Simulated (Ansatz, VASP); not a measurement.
**Si3Bi2Te2 in VASP and in Ansatz**

```
CELL_PARAMETERS angstrom
1.96379 1.13379 13.26774
-1.96379 1.13379 13.26774
0.00000 -2.26759 13.26774
ATOMIC_POSITIONS crystal
Si 0.00000 0.00000 0.00000
Si 0.15442 0.15442 0.15442
Si 0.84558 0.84558 0.84558
Bi 0.56325 0.56325 0.56325
Bi 0.43675 0.43675 0.43675
Te 0.70792 0.70792 0.70792
Te 0.29208 0.29208 0.29208
```

Alike in both runs: functional PBE; k mesh 5 × 5 × 5; occupations gaussian, width 0.2 eV; no spin polarisation.

Ansatz relaxed the structure, and its values are those at the end. VASP's run is a single point on that final structure, the one shown.

|  | VASP | Ansatz |
| --- | --- | --- |
| version | VASP 6.6.1 | Ansatz 0.2.0 |
| potentials or method | VASP PAW PBE potentials, release 64 (Si, Bi_d, Te), cutoff 500 eV | scalar-relativistic, plane waves, PAW |
| valence electrons in the cell | 54 | 74 |

```tsv
	VASP	Ansatz	Ansatz less VASP
gap on the k mesh at the Fermi level (eV)	none	none	-
pressure (GPa)	-0.1	-0.1	+0.02
rms of the force components (eV/Å)	0.028	0.031	+0.0032
```

A gap of «none» marks a metal or a gap that the smearing closes. The functional is the same, so the differences come from potentials, cutoffs and numerics. VASP's potentials hold 54 valence electrons a cell and Ansatz's 74, so a difference there can come from the potentials and not from the codes.

The k mesh is coarse, so the values compare programs but aren't converged. Spin-orbit coupling is off throughout.
